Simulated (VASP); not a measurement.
Sn, 4 atoms in the cell. It takes space group Fd-3m (No. 227, cubic). Conventional cell: a = 6.696 Å, b = 6.696 Å, c = 6.696 Å, α = 90.00°, β = 90.00°, γ = 90.00°. Sn (site symmetry -43m) has 4 Sn at 2.90 Å within 3.8 Å. This isn't the form of Sn at room conditions, which is tetragonal (white tin). This cell differs from its parent crystal: equal strain along all axes, cell held: +2.0 %.

```yaml
Program: VASP 6.6.1
Task: single point
Functional: r2SCAN
Potentials_or_basis: VASP PAW PBE potentials, release 64 (Sn_d)
Cutoff: 520 eV
k_mesh: 12 × 12 × 8
Occupations: gaussian, width 0.1 eV
Spin: no spin polarisation
Dipole_correction: no
Further_INCAR_settings: ALGO = Normal; EDIFF = 1e-07; NBANDS = 36
```

Potentials or basis: VASP PAW PBE potentials, release 64 (Sn_d).

Run with:

```sh
$ cat potpaw_PBE.64/Sn_d/POTCAR > POTCAR
$ cp INCAR.step1 INCAR
$ mpirun -np 1 vasp_std > vasp.out
$ cp INCAR.step2 INCAR
$ mpirun -np 1 vasp_std > vasp.out
```

Hardware: 1 thread of Oxide Virtual Turin-like Processor, with other jobs on the host.

Estimate the wall time of this run.

It took 46 min on 1 thread of Oxide Virtual Turin-like Processor, with other jobs on the host, peak memory 0.6 GiB. Counts: k points 140.
